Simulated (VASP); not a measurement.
# O in VASP: further runs, part 2 of 2

VASP 6.6.1.

### 4 Single point, PBE+D3(BJ), collinear spin, ferromagnetic start

INCAR reads:

```
SYSTEM = O
PREC = Accurate ; ENCUT = 520
EDIFF = 1E-6 ; ISMEAR = -1
SIGMA = 0.05 ; LREAL = .FALSE.
LASPH = .TRUE. ; NELM = 150
ALGO = Normal ; ISIF = 2
LWAVE = .FALSE. ; LCHARG = .FALSE.
ISPIN = 2 ; MAGMOM = 0.56 0.56 0.56 0.56 0.56 0.56 0.56 0.56 0.56 0.56 0.56 0.56
LORBIT = 11 ; GGA = PE
IVDW = 12 ; NBANDS = 52
```

KPOINTS reads:

```
regular mesh
0
G
  1 1 1
  0 0 0
```

POSCAR reads:

```
O
1.0
    7.1569970000      0.0000000000      0.0000000000
    0.0000000000      7.1569970000      0.0000000000
    0.0000000000      0.0000000000      7.1569970000
O
12
Direct
    0.1093335655      0.1958642710      0.7431887983
   -0.0029621362      0.0914629418      0.6684367759
    0.4569793728      0.8668020959      0.1422803447
    0.6171722581      0.8195616122      0.1745564515
    0.5004333521      0.8447118254      0.6901218486
    0.4186672148      0.6953055870      0.7368313833
    0.0676261287      0.2885428064      0.2110661776
    0.0690233627      0.1225653720      0.2471707058
    0.5739977256      0.2197010841      0.7833732500
    0.7236694385      0.2180244033      0.8681015236
    0.8144756802      0.6717342483      0.7153000064
    0.7527598517      0.5927346344      0.5756185171
```

On the command line:

```sh
cat potpaw_PBE.64/O/POTCAR > POTCAR
mpirun -np 1 vasp_gam > vasp.out
```

Wall time 87 s (1 thread of Oxide Virtual Turin-like, shared host); peak memory 0.43 GiB.

Results (log left out):

```yaml
Free_energy: -59.3245 eV
Pressure: 0.5 GPa
Largest_force: 2.145 eV/Å
Band_gap_on_the_k_mesh: 1.56 eV
Net_moment: 12.00 μB per cell
Site_moments: O +0.80, +0.82, +0.81 μB
Valence_electrons_inside_the_program's_atomic_spheres: O 4.91, 4.85, 4.89, 4.90
Dispersion_energy_per_atom: -0.024 eV
```

Forces in eV/Å, atoms in the order of the input:
```
O    0.630  0.544  0.396
O   -0.346 -0.670 -0.551
O   -1.128  0.359 -0.193
O    1.142 -0.339  0.234
O   -1.376 -1.562  0.516
O    0.729  1.757 -0.483
O   -0.017  1.324 -0.276
O    0.019 -1.317  0.231
O   -0.161  0.085 -0.070
O   -0.119  0.124  0.301
O    0.405 -0.123  0.107
O    0.223 -0.181 -0.210
```

Stress tensor (GPa, compression positive):
```
 1.19 -0.76  0.19
-0.76  0.18  0.38
 0.19  0.38  0.19
```

Levels at points of the mesh, in eV from the valence-band top:
Spin up:
```csv
k point,band 40,band 41,band 42,band 43,band 44,band 45
"(0.00, 0.00, 0.00)",-0.16,-0.14,0.00,5.66,7.17,7.45
```
Spin down:
| k point | band 26 | band 27 | band 28 | band 29 | band 30 | band 31 | band 32 | band 33 | band 34 | band 35 |
| --- | --- | --- | --- | --- | --- | --- | --- | --- | --- | --- |
| (0.00, 0.00, 0.00) | -4.73 | -4.66 | -4.49 | -4.45 | -3.96 | 1.56 | 1.63 | 1.71 | 1.79 | 1.95 |

Caveat: the k points lie up to 0.88 Å⁻¹ apart; the standard files for N, O and F lose accuracy on very short bonds.

### 5 Single point, PBE+D3(BJ), collinear spin, ferromagnetic start

INCAR reads:

```
SYSTEM = O
PREC = Accurate
ENCUT = 520
EDIFF = 1E-7
ISMEAR = -1
SIGMA = 0.05
LREAL = .FALSE.
LASPH = .TRUE.
NELM = 150
ALGO = Normal
ISIF = 2
LWAVE = .FALSE.
LCHARG = .FALSE.
ISPIN = 2
MAGMOM = 0.56 0.56 0.56 0.56 0.56 0.56 0.56 0.56 0.56 0.56 0.56 0.56
LORBIT = 11
GGA = PE
IVDW = 12
NBANDS = 52
```

KPOINTS reads:

```
Automatic mesh
0
G
  1 1 1
  0 0 0
```

POSCAR reads:

```
O
1.0
    7.1569970000      0.0000000000      0.0000000000
    0.0000000000      7.1569970000      0.0000000000
    0.0000000000      0.0000000000      7.1569970000
O
12
Direct
    0.1153137273      0.0534442029      0.6974014381
    0.0070560320     -0.0851614162      0.7284759236
    0.3205674112      0.7963256097      0.2171162011
    0.3792652142      0.9016071964      0.0893670907
    0.3434121881      0.8336876486      0.6415120755
    0.4364540044      0.7223979555      0.7257373449
   -0.0495319475      0.2122398542      0.3162779026
   -0.0297331409      0.1563365194      0.1545480598
    0.6733829845      0.2093615521      0.7059664829
    0.5909601471      0.2068605031      0.8570354298
    0.8066511695      0.5694846596      0.5810258129
    0.7929722480      0.6953894210      0.4654186665
```

Potentials or basis: VASP PAW PBE potentials, release 64 (O).

On the command line:

```sh
cat potpaw_PBE.64/O/POTCAR > POTCAR
mpirun -np 1 vasp_gam > vasp.out
```

OUTCAR:

```text
SYSTEM = O
   PREC = Accurate
   ENCUT = 520
   EDIFF = 1E-7
   ISMEAR = -1
   LREAL = .FALSE.
   LASPH = .TRUE.
   NELM = 150
   ISIF = 2
   ISPIN = 2
   LORBIT = 11
   GGA = PE
   IVDW = 12
 IVDW          = 12

 ion  position               nearest neighbor table
   1  0.115  0.053  0.697-   2 1.28
   2  0.007  0.915  0.728-   1 1.28
   3  0.321  0.796  0.217-   4 1.26
   4  0.379  0.902  0.089-   3 1.26
   5  0.343  0.834  0.642-   6 1.20
   6  0.436  0.722  0.726-   5 1.20
   7  0.950  0.212  0.316-   8 1.23
   8  0.970  0.156  0.155-   7 1.23
   9  0.673  0.209  0.706-  10 1.23
  10  0.591  0.207  0.857-   9 1.23
  11  0.807  0.569  0.581-  12 1.23
  12  0.793  0.695  0.465-  11 1.23

  LATTYP: Found a simple cubic cell.
 ALAT       =     7.1569970000

  Lattice vectors:

 A1 = (   7.1569970000,   0.0000000000,   0.0000000000)
 A2 = (   0.0000000000,   7.1569970000,   0.0000000000)
 A3 = (   0.0000000000,   0.0000000000,   7.1569970000)

Analysis of symmetry for initial positions (statically):
=====================================================================
 Subroutine PRICEL returns:
 Original cell was already a primitive cell.

 Routine SETGRP: Setting up the symmetry group for a
 simple cubic supercell.

 Subroutine GETGRP returns: Found  1 space group operations
 (whereof  1 operations were pure point group operations)
 out of a pool of 48 trial point group operations.

The static configuration has the point symmetry C_1 .

Analysis of symmetry for dynamics (positions and initial velocities):
=====================================================================
 Subroutine PRICEL returns:
 Original cell was already a primitive cell.

 Routine SETGRP: Setting up the symmetry group for a
 simple cubic supercell.

 Subroutine GETGRP returns: Found  1 space group operations
 (whereof  1 operations were pure point group operations)
 out of a pool of 48 trial point group operations.

The dynamic configuration has the point symmetry C_1 .

Analysis of structural, dynamic, and magnetic symmetry:
=====================================================================
 Subroutine PRICEL returns:
 Original cell was already a primitive cell.

 Routine SETGRP: Setting up the symmetry group for a
 simple cubic supercell.

 Subroutine GETGRP returns: Found  1 space group operations
 (whereof  1 operations were pure point group operations)
 out of a pool of 48 trial point group operations.

The overall configuration has the point symmetry C_1 .

 Subroutine INISYM returns: Found  1 space group operations
 (whereof  1 operations are pure point group operations),
 and found     1 'primitive' translations

----------------------------------------------------------------------------------------

                                     Primitive cell

  volume of cell :     366.6000

  direct lattice vectors                    reciprocal lattice vectors
     7.156997000  0.000000000  0.000000000     0.139723406  0.000000000  0.000000000
     0.000000000  7.156997000  0.000000000     0.000000000  0.139723406  0.000000000
     0.000000000  0.000000000  7.156997000     0.000000000  0.000000000  0.139723406

  length of vectors
     7.156997000  7.156997000  7.156997000     0.139723406  0.139723406  0.139723406

  position of ions in fractional coordinates (direct lattice)
     0.115313727  0.053444203  0.697401438
[... 102 lines left out ...]
   IVDW    =    12    specifies the selected vdW correction
   LEPSILON=     F    determine dielectric tensor
   LRPA    =     F    only Hartree local field effects (RPA)
 spin polarized calculation
  energy-cutoff  :      520.00
  volume of cell :      366.60
 maximum number of plane-waves:      4922
 NGX is ok and might be reduce to    54
   NGX = 27   NGY = 27   NGZ = 27

 number of electron      71.9999999 magnetization       9.7174620

 number of electron      71.9999999 magnetization      12.0001298

 Free energy of the ion-electron system (eV)
  ---------------------------------------------------
  ext. energy  EPLUGINS =         0.00000000
  ---------------------------------------------------
  free energy    TOTEN  =       -58.90418679 eV

  energy without entropy =      -58.90418379  energy(sigma->0) =      -58.90418529

 E-fermi :  -3.5022     XC(G=0):  -5.1518

 val. band max:       -4.1580740512   @ k =   0.0000   0.0000   0.0000
 cond. band min:      -2.8422118812   @ k =   0.0000   0.0000   0.0000
 fundamental gap:      1.3158621701
 Fermi energy:        -3.5022028807

 spin component 1

 k-point     1 :       0.0000    0.0000    0.0000
  band No.  band energies     occupation
      1     -30.8534      1.00000
      2     -30.2878      1.00000
      3     -30.2033      1.00000
      4     -30.1868      1.00000
      5     -29.7127      1.00000
      6     -29.2833      1.00000
[... 40 lines left out ...]
     47       3.7186      0.00000
     48       3.9155      0.00000
 Fermi energy:        -3.5022028807

 spin component 2

 k-point     1 :       0.0000    0.0000    0.0000
  band No.  band energies     occupation
      1     -29.6616      1.00000
      2     -29.0759      1.00000
      3     -28.9884      1.00000
      4     -28.9726      1.00000
      5     -28.4799      1.00000
      6     -28.0308      1.00000
[... 40 lines left out ...]
     47       4.2010      0.00000
     48       4.3470      0.00000
 [bands above 48 left out]

------------------------ aborting loop because EDIFF is reached ----------------------------------------

 Edisp (eV)   -0.29513

 E8    (eV) :    -0.0688

  FORCE on cell =-STRESS in cart. coord.  units (eV):
  Direction    XX          YY          ZZ          XY          YZ          ZX
  --------------------------------------------------------------------------------------
  -------------------------------------------------------------------------------------
  Total       0.93301    -0.41182     0.01269    -4.50564     0.40262     1.31856
  in kB       4.07758    -1.79983     0.05547   -19.69130     1.75962     5.76259
  external pressure =        0.78 kB  Pullay stress =        0.00 kB

 VOLUME and BASIS-vectors are now :
 -----------------------------------------------------------------------------
  energy-cutoff  :      520.00
  volume of cell :      366.60
      direct lattice vectors                 reciprocal lattice vectors
     7.156997000  0.000000000  0.000000000     0.139723406  0.000000000  0.000000000
     0.000000000  7.156997000  0.000000000     0.000000000  0.139723406  0.000000000
     0.000000000  0.000000000  7.156997000     0.000000000  0.000000000  0.139723406

 POSITION                                       TOTAL-FORCE (eV/Angst)
 -----------------------------------------------------------------------------------
      0.82530      0.38250      4.99130        -2.350645     -1.617774      0.630975
      0.05050      6.54750      5.21370         1.500075      2.342335     -0.330417
      2.29430      5.69930      1.55390         0.524550      0.947581     -1.173334
      2.71440      6.45280      0.63960        -0.548139     -0.916373      1.220603
      2.45780      5.96670      4.59130        -0.644146      1.233344     -1.549348
      3.12370      5.17020      5.19410         1.548438     -1.930418      1.319398
      6.80250      1.51900      2.26360        -0.012349      0.013578      0.015485
      6.94420      1.11890      1.10610         0.006600     -0.021278     -0.036475
      4.81940      1.49840      5.05260         0.014622     -0.051015     -0.068573
      4.22950      1.48050      6.13380        -0.057283      0.007725      0.086550
      5.77320      4.07580      4.15840         0.085850     -0.268298      0.230065
      5.67530      4.97690      3.33100        -0.067574      0.260594     -0.344928
 -----------------------------------------------------------------------------------
    total drift:                               -0.002162     -0.000943      0.000605

  FREE ENERGIE OF THE ION-ELECTRON SYSTEM (eV)
  ---------------------------------------------------
  free  energy   TOTEN  =       -59.1993168229 eV

  energy  without entropy=      -59.1993138270  energy(sigma->0) =      -59.19931532

 total charge

# of ion       s       p       d       tot
------------------------------------------
    1        1.614   3.215   0.000   4.830
    2        1.612   3.220   0.000   4.832
    3        1.612   3.242   0.000   4.854
    4        1.612   3.243   0.000   4.854
    5        1.618   3.332   0.000   4.950
    6        1.612   3.330   0.000   4.943
    7        1.612   3.276   0.000   4.887
    8        1.611   3.277   0.000   4.888
    9        1.612   3.278   0.000   4.890
   10        1.611   3.278   0.000   4.890
   11        1.612   3.284   0.000   4.896
   12        1.611   3.286   0.000   4.897
--------------------------------------------------
tot         19.351  39.260   0.000  58.611

 magnetization (x)

# of ion       s       p       d       tot
------------------------------------------
    1        0.011   0.820   0.000   0.831
    2        0.010   0.799   0.000   0.810
    3        0.011   0.804   0.000   0.815
    4        0.010   0.805   0.000   0.816
    5        0.011   0.799   0.000   0.810
    6        0.010   0.792   0.000   0.802
    7        0.010   0.802   0.000   0.812
    8        0.010   0.800   0.000   0.811
    9        0.010   0.802   0.000   0.813
   10        0.010   0.799   0.000   0.809
   11        0.011   0.802   0.000   0.812
   12        0.010   0.799   0.000   0.809
--------------------------------------------------
tot          0.126   9.623   0.000   9.749
```

Run time: 70 s. Hardware: 1 thread of Oxide Virtual Turin-like, shared host; peak memory 0.43 GiB.

Results:

```yaml
Free_energy: -59.1993 eV
Pressure: 0.1 GPa
Largest_force: 2.922 eV/Å
Band_gap_on_the_k_mesh: 1.32 eV
Net_moment: 12.00 μB per cell
Site_moments: O +0.83, +0.81, +0.82, +0.80 μB
Valence_electrons_inside_the_program's_atomic_spheres: O 4.83, 4.85, 4.95, 4.94, 4.89, 4.90
Dispersion_energy_per_atom: -0.025 eV
```

Forces in eV/Å, atoms in the order of the input:
```
O   -2.351 -1.618  0.631
O    1.500  2.342 -0.330
O    0.525  0.948 -1.173
O   -0.548 -0.916  1.221
O   -0.644  1.233 -1.549
O    1.548 -1.930  1.319
O   -0.012  0.014  0.015
O    0.007 -0.021 -0.036
O    0.015 -0.051 -0.069
O   -0.057  0.008  0.087
O    0.086 -0.268  0.230
O   -0.068  0.261 -0.345
```

Caveat: the k points lie up to 0.88 Å⁻¹ apart; the standard files for N, O and F lose accuracy on very short bonds.

### 6 Relaxation of the atoms, PBE+D3(BJ), collinear spin, ferromagnetic start

INCAR reads:

```
SYSTEM = O
PREC = Accurate
ENCUT = 520
EDIFF = 1E-6
ISMEAR = -1
SIGMA = 0.05
LREAL = .False.
LASPH = .True.
NELM = 150
ALGO = Normal
ISIF = 2
LWAVE = .False.
LCHARG = .False.
ISPIN = 2
MAGMOM = 1 1 1 1 1 1 1 1 1 1 1 1
LORBIT = 11
GGA = PE
IVDW = 12
IBRION = 2
NSW = 35
EDIFFG = -0.3
```

KPOINTS reads:

```
regular mesh
0
Gamma
  1 1 1
  0 0 0
```

POSCAR reads:

```
O
1.0
    7.1569970000      0.0000000000      0.0000000000
    0.0000000000      7.1569970000      0.0000000000
    0.0000000000      0.0000000000      7.1569970000
O
12
Direct
    0.1543582000      0.0635349000      0.7173164000
    0.1886161000      0.2053485000      0.6223302000
    0.7392959000      0.8843161000      0.2658838000
    0.7574796000      0.7327301000      0.1822290000
    0.5129686000      0.8640475000      0.6355230000
    0.4624869000      0.7378116000      0.5267887000
    0.2720182000      0.1728658000      0.2475022000
    0.1825857000      0.3222260000      0.2468409000
    0.5575755000      0.4604547000      0.7364238000
    0.5704844000      0.4702598000      0.9097567000
    1.0561832000      0.5513432000      0.5242750000
    0.9143535000      0.5229170000      0.4274072000
```

Potentials or basis: VASP PAW PBE potentials, release 64 (O).

On the command line:

```sh
cat potpaw_PBE.64/O/POTCAR > POTCAR
mpirun -np 1 vasp_gam > vasp.out
```

Run time: 4.5 min. Hardware: 1 thread of Oxide Virtual Turin-like, shared host; peak memory 0.45 GiB.

It converged, with:

```yaml
Free_energy: -59.4241 eV
Energy_gained_by_relaxing: 11.5 meV/atom
Ionic_steps: 6
Pressure_after_relaxing: 0.2 GPa
Largest_force_after_relaxing: 0.240 eV/Å
Band_gap_on_the_k_mesh: 1.70 eV
Net_moment: 12.00 μB per cell
Site_moments: O +0.81, +0.82 μB
Valence_electrons_inside_the_program's_atomic_spheres: O 4.89
Dispersion_energy_per_atom: -0.024 eV
```

Forces on the atoms (eV/Å):
```
O   -0.055 -0.043  0.057
O    0.006 -0.062  0.165
O    0.059  0.043 -0.051
O   -0.085  0.148 -0.169
O    0.027 -0.028 -0.021
O   -0.099  0.179 -0.071
O    0.077 -0.080 -0.112
O    0.075 -0.041 -0.206
O    0.066 -0.168  0.115
O   -0.017 -0.054  0.021
O   -0.056  0.167  0.080
O    0.003 -0.061  0.193
```

Stress tensor (GPa, compression positive):
```
 0.05 -0.27 -0.03
-0.27  0.28 -0.22
-0.03 -0.22  0.39
```

Step by step:
```tsv
step	energy change (eV)	largest force (eV/Å)	pressure (GPa)
1	0.0000	1.1393	-0.58
2	1.5173	8.0364	7.89
3	-0.0444	0.3325	0.51
4	-0.0445	0.3309	0.48
5	-0.0707	0.3038	0.43
6	-0.1380	0.2401	0.24
```

Final structure:
```xyz
12
Lattice="7.1570 0.0000 0.0000 0.0000 7.1570 0.0000 0.0000 0.0000 7.1570" Properties=species:S:1:pos:R:3 pbc="T T T"
O     1.0945    0.4443    5.1464
O     1.3516    1.4568    4.4921
O     5.3010    6.3360    1.8930
O     5.3977    5.2810    1.2623
O     3.6766    6.1796    4.5454
O     3.2872    5.3261    3.7453
O     1.9587    1.2278    1.7454
O     1.3296    2.2865    1.7173
O     4.0063    3.2522    5.2955
O     4.0811    3.3552    6.5225
O     0.3908    3.9849    3.7750
O     6.5465    3.7248    3.1043
```

Levels at points of the mesh, in eV from the valence-band top:
Spin up:
| k point | band 39 | band 40 | band 41 | band 42 | band 43 | band 44 | band 45 | band 46 |
| --- | --- | --- | --- | --- | --- | --- | --- | --- |
| (0.00, 0.00, 0.00) | -0.17 | -0.12 | -0.08 | 0.00 | 5.65 | 7.41 | 7.66 | 7.77 |
Spin down:
```
           k point  band 27  band 28  band 29  band 30  band 31  band 32  band 33  band 34
(0.00, 0.00, 0.00)    -4.50    -4.40    -4.35    -4.33     1.70     1.78     1.84     1.90
```

Caveat: the k points lie up to 0.88 Å⁻¹ apart; the standard files for N, O and F lose accuracy on very short bonds; the relaxation stopped at a loose force limit of 0.3 eV/Å, so its end isn't a converged minimum.
